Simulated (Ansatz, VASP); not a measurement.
# One calculation of BaS, two programs

```
CELL_PARAMETERS angstrom
0.00000 3.22569 3.19375
3.22569 0.00000 3.19375
3.22569 3.22569 0.00000
ATOMIC_POSITIONS crystal
Ba 0.00000 0.00000 0.00000
S 0.50000 0.50000 0.50000
```

Change from the starting cell: equal xx and yy strain of +1 %, crystal datasets.

Alike in both runs: task electric field gradients; functional LDA; k mesh 7 × 7 × 7; occupations fermi-dirac, width 0.01 eV; no spin polarisation.

|  | VASP | Ansatz |
| --- | --- | --- |
| version | VASP 6.6.1 | Ansatz 0.2.0 |
| potentials or method | VASP PAW LDA potentials, release 64 (Ba_sv, S), cutoff 400 eV | all-electron PAW with datasets made for the crystal, scalar-relativistic |

VASP gave:

```
gap on the k mesh at the Fermi level (eV)                     : 1.97
pressure (GPa)                                                : -2.6
traceless stress, the component that is largest in VASP (GPa) : 0.49
size of Vzz on the site where it differs most (V/Å²)          : 13.3
```

Question: Estimate Ansatz's values.

Answer: gap on the k mesh at the Fermi level (eV): 2.07; pressure (GPa): -3.2; traceless stress, the component that is largest in VASP (GPa): 0.44; size of Vzz on the site where it differs most (V/Å²): 12.6.

LDA's correlation is that of Perdew and Zunger in VASP and of Perdew and Wang (1992) in Ansatz. Ansatz ran all-electron here, and VASP with PAW potentials.

Spin-orbit coupling is off throughout.
